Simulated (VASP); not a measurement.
# Ir (Pmma) in VASP: a series of runs, part 2 of 2

VASP 6.6.1. Earlier steps stand in the parts before.

### 3 Single point, LDA

This run uses another cell than the first one.

File INCAR:

```
SYSTEM = Ir
PREC     = Accurate       ! precision mode
ENCUT    = 520            ! plane-wave cutoff, eV
EDIFF    = 1E-7           ! SCF threshold, eV
ISMEAR   = 0              ! smearing method
SIGMA    = 0.05           ! smearing width, eV
LREAL    = .FALSE.        ! projectors in reciprocal space
LASPH    = .TRUE.         ! aspherical terms in the spheres
NELM     = 60             ! most SCF steps
ALGO     = Normal         ! electronic algorithm
ISIF     = 2              ! what is computed and relaxed
LWAVE    = .FALSE.        ! write WAVECAR
LCHARG   = .FALSE.        ! write CHGCAR
NBANDS   = 16             ! bands
```

File KPOINTS:

```
Automatic mesh
0
G
  3 13 4
  0 0 0
```

File POSCAR:

```
Ir
1.0
   12.5564782047      0.0000000000      0.0000000000
    0.0000000000      2.2914679731      0.0000000000
    0.0000000000      0.0000000000      7.3799152167
Ir
2
Direct
    0.2500000000      0.0000000000      0.1639880000
    0.7500000000      0.0000000000      0.8360120000
```

Potentials or basis: VASP PAW LDA potentials, release 64 (Ir).

Command:

```sh
$ cat potpaw_LDA.64/Ir/POTCAR > POTCAR
$ mpirun -np 1 vasp_std > vasp.out
```

OUTCAR:

```text
SYSTEM = Ir
   PREC = Accurate
   ENCUT = 520
   EDIFF = 1E-7
   ISMEAR = 0
   LREAL = .FALSE.
   LASPH = .TRUE.
   NELM = 60
   ISIF = 2

 ion  position               nearest neighbor table
   1  0.250  0.000  0.164-
   2  0.750  0.000  0.836-

  LATTYP: Found a simple orthorhombic cell.
 ALAT       =     2.2914679731
 B/A-ratio  =     3.2206058751
 C/A-ratio  =     5.4796655908

  Lattice vectors:

 A1 = (   0.0000000000,   2.2914679731,   0.0000000000)
 A2 = (   0.0000000000,   0.0000000000,   7.3799152167)
 A3 = (  12.5564782047,   0.0000000000,   0.0000000000)

Analysis of symmetry for initial positions (statically):
=====================================================================
 Subroutine PRICEL returns:
 Original cell was already a primitive cell.

 Routine SETGRP: Setting up the symmetry group for a
 simple orthorhombic supercell.

 Subroutine GETGRP returns: Found  8 space group operations
 (whereof  4 operations were pure point group operations)
 out of a pool of  8 trial point group operations.

The static configuration has the point symmetry C_2h.
 The point group associated with its full space group is D_2h.

Analysis of symmetry for dynamics (positions and initial velocities):
=====================================================================
 Subroutine PRICEL returns:
 Original cell was already a primitive cell.

 Routine SETGRP: Setting up the symmetry group for a
 simple orthorhombic supercell.

 Subroutine GETGRP returns: Found  8 space group operations
 (whereof  4 operations were pure point group operations)
 out of a pool of  8 trial point group operations.

The dynamic configuration has the point symmetry C_2h.
 The point group associated with its full space group is D_2h.

 Subroutine INISYM returns: Found  8 space group operations
 (whereof  4 operations are pure point group operations),
 and found     1 'primitive' translations

----------------------------------------------------------------------------------------

                                     Primitive cell

  volume of cell :     212.3406

  direct lattice vectors                    reciprocal lattice vectors
    12.556478205  0.000000000  0.000000000     0.079640165  0.000000000  0.000000000
     0.000000000  2.291467973  0.000000000     0.000000000  0.436401474  0.000000000
     0.000000000  0.000000000  7.379915217     0.000000000  0.000000000  0.135502912

  length of vectors
    12.556478205  2.291467973  7.379915217     0.079640165  0.436401474  0.135502912

  position of ions in fractional coordinates (direct lattice)
     0.250000000  0.000000000  0.163988000
     0.750000000  0.000000000  0.836012000

  ion indices of the primitive-cell ions
   primitive index   ion index
                 1           1
                 2           2

----------------------------------------------------------------------------------------

 KPOINTS: Automatic mesh

Automatic generation of k-mesh.
 Grid dimensions read from file:
 generate k-points for:    3   13    4

 Generating k-lattice:

  Cartesian coordinates                     Fractional coordinates (reciprocal lattice)
     0.026546722  0.000000000  0.000000000     0.333333333  0.000000000  0.000000000
     0.000000000  0.033569344  0.000000000     0.000000000  0.076923077  0.000000000
     0.000000000  0.000000000  0.033875728     0.000000000  0.000000000  0.250000000

  Length of vectors
     0.026546722  0.033569344  0.033875728

  Shift w.r.t. Gamma in fractional coordinates (k-lattice)
     0.000000000  0.000000000  0.000000000

 Subroutine IBZKPT returns following result:
 ===========================================

 Found     42 irreducible k-points:

 Following reciprocal coordinates:
            Coordinates               Weight
  0.000000  0.000000  0.000000      1.000000
  0.333333  0.000000  0.000000      2.000000
  0.000000  0.076923  0.000000      2.000000
  0.333333  0.076923  0.000000      4.000000
  0.000000  0.153846  0.000000      2.000000
  0.333333  0.153846  0.000000      4.000000
[... 16 lines left out ...]
  0.000000  0.307692  0.250000      4.000000
  0.333333  0.307692  0.250000      8.000000
 [... further k-points ...]
   k-points           NKPTS =     42   k-points in BZ     NKDIM =     42   number of bands    NBANDS=     16
   number of dos      NEDOS =    301   number of ions     NIONS =      2
   total plane-waves  NPLWV =  96768
   dimension x,y,z NGX =    96 NGY =   18 NGZ =   56
   dimension x,y,z NGXF=   192 NGYF=   36 NGZF=  112
   ions per type =               2
   NGX,Y,Z   is equivalent  to a cutoff of  12.71, 13.06, 12.62 a.u.
   NGXF,Y,Z  is equivalent  to a cutoff of  25.42, 26.12, 25.23 a.u.
 SYSTEM =  Ir
   PREC   = accura    normal or accurate (medium, high low for compatibility)
   ISTART =      0    job   : 0-new  1-cont  2-samecut
   ICHARG =      2    charge: 1-file 2-atom 10-const
   ISPIN  =      1    spin polarized calculation?
   LNONCOLLINEAR =      F non collinear calculations
   LSORBIT =      F    spin-orbit coupling
   LASPH  =      T    aspherical Exc in radial PAW
   ENCUT  =  520.0 eV  38.22 Ry    6.18 a.u.  23.35  4.26 13.72*2*pi/ulx,y,z
   NELM   =     60;   NELMIN=  2; NELMDL= -5     # of ELM steps
   EDIFF  = 0.1E-06   stopping-criterion for ELM
   LREAL  =      F    real-space projection
   EDIFFG = 0.1E-05   stopping-criterion for IOM
   NSW    =      0    number of steps for IOM
   IBRION =     -1    ionic relax: 0-MD 1-quasi-New 2-CG
   NFREE  =      0    steps in history (QN), initial steepest desc. (CG)
   ISIF   =      2    stress and relaxation
   ISYM   =      2    0-nonsym 1-usesym 2-fastsym
   POTIM  = 0.5000    time-step for ionic-motion
   TEBEG  =    0.0;   TEEND  =   0.0 temperature during run
   PSTRESS=    0.0 pullay stress
   NELECT =      18.0000    total number of electrons
   NUPDOWN=      -1.0000    fix difference up-down
   EMIN   =  10.00;   EMAX   =-10.00  energy-range for DOS
   EFERMI =   0.00;   METHOD = LEGACY
   ISMEAR =     0;   SIGMA  =   0.05  broadening in eV -4-tet -1-fermi 0-gaus
   EFERMI_NEDOS =   21; number of points for ismear=-14 and -15
   IALGO  =     38    algorithm
   IMIX   =      4    mixing-type and parameters
     AMIX     =   0.40;   BMIX     =  1.00
     AMIX_MAG =   1.60;   BMIX_MAG =  1.00
  volume/ion in A,a.u.               =     106.17       716.47
  Fermi-wavevector in a.u.,A,eV,Ry     =   0.719153  1.359002  7.036676  0.517181
  Thomas-Fermi vector in A             =   1.808275
   LORBIT       =      0    0 simple, 1 ext, 2 COOP (PROOUT), +10 PAW based schemes
   GGA     = CA    functional components
   LHFCALC =     F    Hartree Fock is set to
   AEXX    =    0.0000 exact exchange contribution
   IVDW    =     0    specifies the selected vdW correction
   LEPSILON=     F    determine dielectric tensor
   LRPA    =     F    only Hartree local field effects (RPA)
 non-spin polarized calculation
 Gauss-broadening in eV      SIGMA  =   0.05
  energy-cutoff  :      520.00
  volume of cell :      212.34
 maximum number of plane-waves:      5754
 NGX is ok and might be reduce to    96
   NGX = 47   NGY =  9   NGZ = 27

 number of electron      18.0000000 magnetization

 Free energy of the ion-electron system (eV)
  ---------------------------------------------------
  ext. energy  EPLUGINS =         0.00000000
  ---------------------------------------------------
  free energy    TOTEN  =       -11.31034840 eV

  energy without entropy =      -11.30139048  energy(sigma->0) =      -11.30586944

 E-fermi :  -3.8523     XC(G=0):  -4.1534

 val. band max:       -4.0049080253   @ k =   0.3333   0.3846   0.5000
 cond. band min:      -3.8124868908   @ k =   0.3333   0.4615   0.0000
 fundamental gap:      0.1924211345
 Fermi energy:        -3.8523176486

 k-point     1 :       0.0000    0.0000    0.0000
  band No.  band energies     occupation
      1     -10.9529      2.00000
      2     -10.9524      2.00000
      3      -5.9706      2.00000
      4      -5.9211      2.00000
      5      -5.3258      2.00000
      6      -5.3226      2.00000
[... 8 lines left out ...]
     15      -0.7311      0.00000
     16      -0.6334      0.00000
[... 419 lines left out ...]
 k-point    24 :       0.3333    0.3077    0.2500
  band No.  band energies     occupation
      1      -6.7665      2.00000
      2      -6.7658      2.00000
      3      -6.7652      2.00000
      4      -6.7646      2.00000
      5      -4.4927      2.00000
      6      -4.4897      2.00000
[... 8 lines left out ...]
     15       2.9781      0.00000
     16       3.2817      0.00000

 [... further k-points ...]

------------------------ aborting loop because EDIFF is reached ----------------------------------------

  FORCE on cell =-STRESS in cart. coord.  units (eV):
  Direction    XX          YY          ZZ          XY          YZ          ZX
  --------------------------------------------------------------------------------------
  -------------------------------------------------------------------------------------
  Total       -0.0428289     -6.3339333     -0.0299610      0.0000000      0.0000000      0.0000000
  in kB       -0.3231580    -47.7915438     -0.2260656      0.0000000      0.0000000      0.0000000
  external PRESSURE =     -16.1135891 kB  Pullay stress =       0.0000000 kB

 VOLUME and BASIS-vectors are now :
 -----------------------------------------------------------------------------
  energy-cutoff  :      520.00
  volume of cell :      212.34
      direct lattice vectors                 reciprocal lattice vectors
    12.556478205  0.000000000  0.000000000     0.079640165  0.000000000  0.000000000
     0.000000000  2.291467973  0.000000000     0.000000000  0.436401474  0.000000000
     0.000000000  0.000000000  7.379915217     0.000000000  0.000000000  0.135502912

 POSITION                                       TOTAL-FORCE (eV/Angst)
 -----------------------------------------------------------------------------------
      3.13912      0.00000      1.21022        -0.000000      0.000000     -0.001396
      9.41736      0.00000      6.16970         0.000000      0.000000      0.001396
 -----------------------------------------------------------------------------------
    total drift:                                0.000000     -0.000000     -0.000000

  FREE ENERGIE OF THE ION-ELECTRON SYSTEM (eV)
  ---------------------------------------------------
  free  energy   TOTEN  =       -11.3103484036 eV

  energy  without entropy=      -11.3013904785  energy(sigma->0) =      -11.30586944
```

It took 3.1 min on 1 thread of Intel Xeon 8259CL, shared host; peak memory 0.31 GiB.

Results:

```yaml
Free_energy: -11.3103 eV
Pressure: -1.6 GPa
Band_gap_on_the_k_mesh: zero (bands 9 and 10 overlap by 3.00 eV)
```

Levels at points of the mesh, in eV from the Fermi level:
| k point | band 5 | band 6 | band 7 | band 8 | band 9 | band 10 | band 11 | band 12 |
| --- | --- | --- | --- | --- | --- | --- | --- | --- |
| (0.00, 0.00, 0.00) | -1.47 | -1.47 | -1.47 | -1.47 | 2.14 | 2.14 | 2.14 | 2.14 |
| (0.00, 0.00, 0.50) | -1.47 | -1.47 | -1.47 | -1.46 | 2.14 | 2.14 | 2.14 | 2.14 |

Caveat: spin-orbit coupling is left out, which moves the levels of the heavy elements.

### 4 Single point, LDA

This run uses another cell than the first one.

File INCAR:

```
SYSTEM = Ir
PREC     = Accurate       ! precision mode
ENCUT    = 520            ! plane-wave cutoff, eV
EDIFF    = 1E-7           ! SCF threshold, eV
ISMEAR   = 0              ! smearing method
SIGMA    = 0.05           ! smearing width, eV
LREAL    = .False.        ! projectors in reciprocal space
LASPH    = .True.         ! aspherical terms in the spheres
NELM     = 60             ! most SCF steps
ALGO     = Normal         ! electronic algorithm
ISIF     = 2              ! what is computed and relaxed
LWAVE    = .False.        ! write WAVECAR
LCHARG   = .False.        ! write CHGCAR
GGA      = CA             ! functional
NBANDS   = 16             ! bands
```

File KPOINTS:

```
regular mesh
0
Gamma
  3 13 4
  0 0 0
```

File POSCAR:

```
Ir
1.0
   12.7096210807      0.0000000000      0.0000000000
    0.0000000000      2.3194154589      0.0000000000
    0.0000000000      0.0000000000      7.4699230534
Ir
2
Direct
    0.2500000000      0.0000000000      0.1639880000
    0.7500000000      0.0000000000      0.8360120000
```

Potentials or basis: VASP PAW LDA potentials, release 64 (Ir).

Command:

```sh
$ cat potpaw_LDA.64/Ir/POTCAR > POTCAR
$ mpirun -np 1 vasp_std > vasp.out
```

OUTCAR:

```text
SYSTEM = Ir
   PREC = Accurate
   ENCUT = 520
   EDIFF = 1E-7
   ISMEAR = 0
   LREAL = .False.
   LASPH = .True.
   NELM = 60
   ISIF = 2
   GGA = CA

 ion  position               nearest neighbor table
   1  0.250  0.000  0.164-
   2  0.750  0.000  0.836-

  LATTYP: Found a simple orthorhombic cell.
 ALAT       =     2.3194154589
 B/A-ratio  =     3.2206058750
 C/A-ratio  =     5.4796655907

  Lattice vectors:

 A1 = (   0.0000000000,   2.3194154589,   0.0000000000)
 A2 = (   0.0000000000,   0.0000000000,   7.4699230534)
 A3 = (  12.7096210807,   0.0000000000,   0.0000000000)

Analysis of symmetry for initial positions (statically):
=====================================================================
 Subroutine PRICEL returns:
 Original cell was already a primitive cell.

 Routine SETGRP: Setting up the symmetry group for a
 simple orthorhombic supercell.

 Subroutine GETGRP returns: Found  8 space group operations
 (whereof  4 operations were pure point group operations)
 out of a pool of  8 trial point group operations.

The static configuration has the point symmetry C_2h.
 The point group associated with its full space group is D_2h.

[... 161 lines left out ...]

 E-fermi :  -3.9433     XC(G=0):  -4.0598

 val. band max:       -4.0834210711   @ k =   0.3333   0.3846   0.5000
 cond. band min:      -3.9034230707   @ k =   0.3333   0.4615   0.0000
 fundamental gap:      0.1799980004
 Fermi energy:        -3.9433478024

 k-point     1 :       0.0000    0.0000    0.0000
  band No.  band energies     occupation
      1     -10.7911      2.00000
      2     -10.7906      2.00000
      3      -5.9597      2.00000
      4      -5.9148      2.00000
      5      -5.3269      2.00000
      6      -5.3241      2.00000
[... 433 lines left out ...]
      3      -6.7018      2.00000
      4      -6.7012      2.00000
      5      -4.5670      2.00000
      6      -4.5649      2.00000
[... 8 lines left out ...]
     15       2.8420      0.00000
     16       3.1265      0.00000

 [... further k-points ...]

------------------------ aborting loop because EDIFF is reached ----------------------------------------

  FORCE on cell =-STRESS in cart. coord.  units (eV):
  Direction    XX          YY          ZZ          XY          YZ          ZX
  --------------------------------------------------------------------------------------
  -------------------------------------------------------------------------------------
  Total       -0.0397212     -8.5833810     -0.0281855      0.0000000      0.0000000      0.0000000
  in kB       -0.2890055    -62.4513303     -0.2050731      0.0000000      0.0000000      0.0000000
  external PRESSURE =     -20.9818030 kB  Pullay stress =       0.0000000 kB

 VOLUME and BASIS-vectors are now :
 -----------------------------------------------------------------------------
  energy-cutoff  :      520.00
  volume of cell :      220.21
      direct lattice vectors                 reciprocal lattice vectors
    12.709621081  0.000000000  0.000000000     0.078680552  0.000000000  0.000000000
     0.000000000  2.319415459  0.000000000     0.000000000  0.431143112  0.000000000
     0.000000000  0.000000000  7.469923053     0.000000000  0.000000000  0.133870188

 POSITION                                       TOTAL-FORCE (eV/Angst)
 -----------------------------------------------------------------------------------
      3.17741      0.00000      1.22498        -0.000000      0.000000     -0.001407
      9.53222      0.00000      6.24495         0.000000      0.000000      0.001407
 -----------------------------------------------------------------------------------
    total drift:                                0.000000     -0.000000     -0.000000

  FREE ENERGIE OF THE ION-ELECTRON SYSTEM (eV)
  ---------------------------------------------------
  free  energy   TOTEN  =       -11.2193927565 eV

  energy  without entropy=      -11.2104287731  energy(sigma->0) =      -11.21491076
```

It took 3.3 min on 1 thread of Intel Xeon 8259CL, shared host; peak memory 0.31 GiB.

Results:

- Free energy: -11.2194 eV
- Pressure: -2.1 GPa
- Band gap on the k mesh: zero (bands 9 and 10 overlap by 2.82 eV)

Levels at points of the mesh, in eV from the Fermi level:
```csv
k point,band 4,band 5,band 6,band 7,band 8,band 9,band 10,band 11,band 12,band 13
"(0.00, 0.00, 0.00)",-1.97,-1.38,-1.38,-1.38,-1.38,2.03,2.03,2.03,2.03,2.67
"(0.00, 0.00, 0.50)",-1.96,-1.38,-1.38,-1.38,-1.37,2.03,2.03,2.03,2.03,2.77
```

Caveat: the stress differs along the axes, from -6 to -0 GPa; spin-orbit coupling is left out, which moves the levels of the heavy elements.

### 5 Summary

| cell | gap on the mesh (eV) | pressure (GPa) |
| --- | --- | --- |
| a = 12.400, b = 2.263, c = 7.288 Å, 2 atoms | none | -1.0 |
| a = 12.556, b = 2.291, c = 7.380 Å, 2 atoms | none | -1.6 |
| a = 12.710, b = 2.319, c = 7.470 Å, 2 atoms | none | -2.1 |

Alike in all rows: task single point; level LDA; potentials or basis VASP PAW LDA potentials, release 64 (Ir); no spin polarisation; k mesh 3 × 13 × 4; cutoff (eV) 520; smearing gaussian 0.05 eV.

Caveats: spin-orbit coupling is left out, which moves the levels of the heavy elements; the stress differs along the axes, from -6 to -0 GPa (at least some runs).

Total energies depend on the potentials used, so only differences within one code and one set of settings carry meaning.

The gap in the log of VASP goes by the Fermi energy; the results here count the filled bands.